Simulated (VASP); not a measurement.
# WC (P-6m2) in VASP: further runs

Aim: see how the results for WC move with the level of theory and the settings. Levels: LDA, PBE. Tasks: single point.

Everything below comes from runs of VASP 6.6.1. Logs are shortened: lines on timing, memory, paths and dates and some standing lists are left out, and cuts for length are marked.

## 1. The cell of the first run

The structure is hexagonal, space group P-6m2 (No. 187). Conventional cell: a = 2.901 Å, b = 2.901 Å, c = 2.829 Å, α = 90.00°, β = 90.00°, γ = 120.00°. W (site symmetry -6m2) has 6 C at 2.19 Å and 2 W at 2.83 Å within 2.9 Å. Within 2.9 Å of C (site symmetry -6m2) lie 6 W at 2.19 Å and 2 C at 2.83 Å.

## 2. Single point, LDA

Input file INCAR:

```
SYSTEM = WC
ALGO = Normal ; EDIFF = 1E-6
ENCUT = 520 ; ISIF = 2
ISMEAR = -5 ; LASPH = .TRUE.
LCHARG = .TRUE. ; LELF = .TRUE.
LREAL = .FALSE. ; LVHAR = .TRUE.
LWAVE = .FALSE. ; NBANDS = 16
NELM = 100 ; PREC = Accurate
SIGMA = 0.1
```

Input file KPOINTS:

```
k-points
0
G
  13 13 12
  0 0 0
```

Input file POSCAR:

```
WC
1.0
    2.9005014360      0.0000000000      0.0000000000
   -1.4502507180      2.5119079273      0.0000000000
    0.0000000000      0.0000000000      2.8290000000
W C
1 1
Direct
    0.0000000000      0.0000000000      0.0000000000
    0.6666666667      0.3333333333      0.5000000000
```

Potentials or basis: VASP PAW LDA potentials, release 64 (W_sv, C).

On the command line:

```sh
$ cat potpaw_LDA.64/W_sv/POTCAR potpaw_LDA.64/C/POTCAR > POTCAR
$ mpirun -np 1 vasp_std > vasp.out
```

OUTCAR:

```text
SYSTEM = WC
   EDIFF = 1E-6
   ENCUT = 520
   ISIF = 2
   ISMEAR = -5
   LASPH = .TRUE.
   LREAL = .FALSE.
   NELM = 100
   PREC = Accurate

 ion  position               nearest neighbor table
   1  0.000  0.000  0.000-   2 2.19   2 2.19   2 2.19   2 2.19   2 2.19   2 2.19
   2  0.667  0.333  0.500-   1 2.19   1 2.19   1 2.19   1 2.19   1 2.19   1 2.19

  LATTYP: Found a hexagonal cell.
 ALAT       =     2.9005014360
 C/A-ratio  =     0.9753485949

  Lattice vectors:

 A1 = (   2.9005014360,   0.0000000000,   0.0000000000)
 A2 = (  -1.4502507180,   2.5119079273,   0.0000000000)
 A3 = (   0.0000000000,   0.0000000000,   2.8290000000)

Analysis of symmetry for initial positions (statically):
=====================================================================
 Subroutine PRICEL returns:
 Original cell was already a primitive cell.

 Routine SETGRP: Setting up the symmetry group for a
 hexagonal supercell.

 Subroutine GETGRP returns: Found 12 space group operations
 (whereof 12 operations were pure point group operations)
 out of a pool of 24 trial point group operations.

The static configuration has the point symmetry D_3h.

Analysis of symmetry for dynamics (positions and initial velocities):
=====================================================================
 Subroutine PRICEL returns:
 Original cell was already a primitive cell.

 Routine SETGRP: Setting up the symmetry group for a
 hexagonal supercell.

 Subroutine GETGRP returns: Found 12 space group operations
 (whereof 12 operations were pure point group operations)
 out of a pool of 24 trial point group operations.

The dynamic configuration has the point symmetry D_3h.

 Subroutine INISYM returns: Found 12 space group operations
 (whereof 12 operations are pure point group operations),
 and found     1 'primitive' translations

----------------------------------------------------------------------------------------

                                     Primitive cell

  volume of cell :      20.6115

  direct lattice vectors                    reciprocal lattice vectors
     2.900501436  0.000000000  0.000000000     0.344767973  0.199051882  0.000000000
    -1.450250718  2.511907927  0.000000000     0.000000000  0.398103764  0.000000000
     0.000000000  0.000000000  2.829000000     0.000000000  0.000000000  0.353481796

  length of vectors
     2.900501436  2.900501436  2.829000000     0.398103764  0.398103764  0.353481796

  position of ions in fractional coordinates (direct lattice)
     0.000000000  0.000000000  0.000000000
[... 82 lines left out ...]
   EDIFFG = 0.1E-04   stopping-criterion for IOM
   NSW    =      0    number of steps for IOM
   IBRION =     -1    ionic relax: 0-MD 1-quasi-New 2-CG
   NFREE  =      0    steps in history (QN), initial steepest desc. (CG)
   ISIF   =      2    stress and relaxation
   ISYM   =      2    0-nonsym 1-usesym 2-fastsym
   POTIM  = 0.5000    time-step for ionic-motion
   TEBEG  =    0.0;   TEEND  =   0.0 temperature during run
   PSTRESS=    0.0 pullay stress
   NELECT =      18.0000    total number of electrons
   NUPDOWN=      -1.0000    fix difference up-down
   EMIN   =  10.00;   EMAX   =-10.00  energy-range for DOS
   EFERMI =   0.00;   METHOD = LEGACY
   ISMEAR =    -5;   SIGMA  =   0.10  broadening in eV -4-tet -1-fermi 0-gaus
   EFERMI_NEDOS =   21; number of points for ismear=-14 and -15
   IALGO  =     38    algorithm
   IMIX   =      4    mixing-type and parameters
     AMIX     =   0.40;   BMIX     =  1.00
     AMIX_MAG =   1.60;   BMIX_MAG =  1.00
  volume/ion in A,a.u.               =      10.31        69.55
  Fermi-wavevector in a.u.,A,eV,Ry     =   1.564813  2.957068 33.315762  2.448639
  Thomas-Fermi vector in A             =   2.667381
   LORBIT       =      0    0 simple, 1 ext, 2 COOP (PROOUT), +10 PAW based schemes
   GGA     = CA    functional components
   LHFCALC =     F    Hartree Fock is set to
   AEXX    =    0.0000 exact exchange contribution
   IVDW    =     0    specifies the selected vdW correction
   LEPSILON=     F    determine dielectric tensor
   LRPA    =     F    only Hartree local field effects (RPA)
 non-spin polarized calculation
 Fermi weights with tetrahedron method with Bloechl corrections
  energy-cutoff  :      520.00
  volume of cell :       20.61
 maximum number of plane-waves:       580
 NGX is ok and might be reduce to    24
   NGX = 11   NGY = 11   NGZ = 11

 number of electron      18.0000001 magnetization

 Free energy of the ion-electron system (eV)
  ---------------------------------------------------
  ext. energy  EPLUGINS =         0.00000000
  ---------------------------------------------------
  free energy    TOTEN  =       -24.69756767 eV

  energy without entropy =      -24.69756767  energy(sigma->0) =      -24.69756767

 E-fermi :  11.0407     XC(G=0): -14.0160

 val. band max:       11.2144174217   @ k =   0.0000   0.0000   0.0000
 cond. band min:      10.9955194937   @ k =   0.0769  -0.0000   0.3333
 fundamental gap:     -0.2188979281
 Fermi energy:        11.0407144015

 k-point     1 :       0.0000    0.0000    0.0000
  band No.  band energies     occupation
      1     -62.4496      2.00000
      2     -26.6896      2.00000
      3     -26.5863      2.00000
      4     -26.5863      2.00000
      5      -3.2429      2.00000
      6       6.7213      2.00000
[... 433 lines left out ...]
      3     -26.7174      2.00000
      4     -26.6250      2.00000
      5      -2.4762      2.00000
      6       6.5461      2.00000
[... 8 lines left out ...]
     15      24.7683      0.00000
     16      29.0536      0.00000

 [... further k-points ...]

------------------------ aborting loop because EDIFF is reached ----------------------------------------

  FORCE on cell =-STRESS in cart. coord.  units (eV):
  Direction    XX          YY          ZZ          XY          YZ          ZX
  --------------------------------------------------------------------------------------
  -------------------------------------------------------------------------------------
  Total       -0.5549234     -0.5549234     -0.6424479      0.0000000      0.0000000      0.0000000
  in kB      -43.1354077    -43.1354077    -49.9388759      0.0000000      0.0000000      0.0000000
  external PRESSURE =     -45.4032304 kB  Pullay stress =       0.0000000 kB

 VOLUME and BASIS-vectors are now :
 -----------------------------------------------------------------------------
  energy-cutoff  :      520.00
  volume of cell :       20.61
      direct lattice vectors                 reciprocal lattice vectors
     2.900501436  0.000000000  0.000000000     0.344767973  0.199051882  0.000000000
    -1.450250718  2.511907927  0.000000000     0.000000000  0.398103764  0.000000000
     0.000000000  0.000000000  2.829000000     0.000000000  0.000000000  0.353481796

 POSITION                                       TOTAL-FORCE (eV/Angst)
 -----------------------------------------------------------------------------------
      0.00000      0.00000      0.00000         0.000000     -0.000000      0.000000
      1.45025      0.83730      1.41450        -0.000000      0.000000      0.000000
 -----------------------------------------------------------------------------------
    total drift:                                0.000000     -0.000000      0.000000

  FREE ENERGIE OF THE ION-ELECTRON SYSTEM (eV)
  ---------------------------------------------------
  free  energy   TOTEN  =       -24.6975676655 eV

  energy  without entropy=      -24.6975676655  energy(sigma->0) =      -24.69756767
```

OSZICAR:

```text
N       E                     dE             d eps       ncg     rms          rms(c)
DAV:   1     0.106793983037E+03    0.10679E+03   -0.93683E+03  4712   0.125E+03
DAV:   2    -0.245930867773E+02   -0.13139E+03   -0.12720E+03  5512   0.334E+02
DAV:   3    -0.277852873342E+02   -0.31922E+01   -0.31821E+01  5272   0.495E+01
DAV:   4    -0.278026087998E+02   -0.17321E-01   -0.17321E-01  6032   0.413E+00
DAV:   5    -0.278027380029E+02   -0.12920E-03   -0.12920E-03  5368   0.339E-01    0.330E+01
DAV:   6    -0.248171394002E+02    0.29856E+01   -0.58042E+00  5752   0.257E+01    0.868E+00
DAV:   7    -0.247341779322E+02    0.82961E-01   -0.45519E-01  5000   0.533E+00    0.642E+00
DAV:   8    -0.246987501060E+02    0.35428E-01   -0.72370E-02  5344   0.210E+00    0.104E+00
DAV:   9    -0.246977387279E+02    0.10114E-02   -0.30437E-03  5152   0.417E-01    0.109E-01
DAV:  10    -0.246975603365E+02    0.17839E-03   -0.28781E-04  5912   0.202E-01    0.478E-02
DAV:  11    -0.246975700313E+02   -0.96948E-05   -0.13169E-05  5208   0.320E-02    0.825E-03
DAV:  12    -0.246975670718E+02    0.29594E-05   -0.21488E-06  4552   0.117E-02    0.156E-03
DAV:  13    -0.246975676655E+02   -0.59373E-06   -0.11135E-07  2512   0.273E-03
   1 F= -.24697568E+02 E0= -.24697568E+02  d E =0.000000E+00
```

stdout:

```text
POSCAR found type information on POSCAR W C
 POSCAR found :  2 types and       2 ions
 scaLAPACK will be used
 LDA part: xc-table for (Slater(with rela. corr.)+CA(PZ))
 , standard interpolation
 POSCAR, INCAR and KPOINTS ok, starting setup
 FFT: planning ... GRIDC
 FFT: planning ... GRID_SOFT
 FFT: planning ... GRID
 WAVECAR not read
 entering main loop
 -----------------------------------------------------------------------------
|                                                                             |
|           W    W    AA    RRRRR   N    N  II  N    N   GGGG   !!!           |
|           W    W   A  A   R    R  NN   N  II  NN   N  G    G  !!!           |
|           W    W  A    A  R    R  N N  N  II  N N  N  G       !!!           |
|           W WW W  AAAAAA  RRRRR   N  N N  II  N  N N  G  GGG   !            |
|           WW  WW  A    A  R   R   N   NN  II  N   NN  G    G                |
|           W    W  A    A  R    R  N    N  II  N    N   GGGG   !!!           |
|                                                                             |
|     Tetrahedron method does not include variations of the Fermi             |
|     occupations, so forces and stress will be inaccurate. We suggest        |
|     using a different smearing scheme ISMEAR = 1 or 2 for metals in         |
|     relaxations.                                                            |
|                                                                             |
 -----------------------------------------------------------------------------
```

Wall time 16 s (1 thread of Intel Xeon 6975P-C (Granite Rapids), shared host); peak memory 0.16 GiB.

What came out:

```yaml
Free_energy: -24.6976 eV
Pressure: -4.5 GPa
Band_gap_on_the_k_mesh: zero (band 9 reaches 11.72 eV, above the bottom of band 10 at 10.45 eV)
```

Caveat: spin-orbit coupling is left out, which moves the levels of the heavy elements; tetrahedron occupations give inexact forces and stress in metals.

## 3. Single point, PBE, non-collinear spin, zero start, spin-orbit coupling

Input file INCAR:

```
ALGO = Normal
EDIFF = 1E-6
ENCUT = 520
GGA = PE
GGA_COMPAT = False
ISIF = 2
ISMEAR = -1
LASPH = True
LCHARG = False
LMAXMIX = 4
LORBIT = 11
LORBMOM = True
LREAL = False
LSORBIT = True
LWAVE = False
MAGMOM = 0 0 0 0 0 0
NBANDS = 30
NELM = 150
PREC = Accurate
SIGMA = 0.05
```

Input file KPOINTS:

```
k-points
0
Gamma
  13 13 12
```

POSCAR is that of step 2.

Potentials or basis: VASP PAW PBE potentials, release 64 (W_sv, C).

On the command line:

```sh
$ cat potpaw_PBE.64/W_sv/POTCAR potpaw_PBE.64/C/POTCAR > POTCAR
$ mpirun -np 1 vasp_ncl > vasp.out
```

Wall time 1.7 min (1 thread of Intel Xeon 6975P-C (Granite Rapids), shared host); peak memory 0.35 GiB.

The run converged. Its results:

| Item | Value |
| --- | --- |
| Free energy | -23.1878 eV |
| Pressure | 10.3 GPa |
| Net moment | 0.00 μB per cell |
| Valence electrons inside the program's atomic spheres | W 12.21; C 2.44 |

Stress tensor (GPa, compression positive):
```
10.10  0.00  0.00
 0.00 10.10  0.00
 0.00  0.00 10.57
```

Moments on the atoms (μB; x, y, z):
```
W   0.00 0.00 0.00
C   0.00 0.00 0.00
```
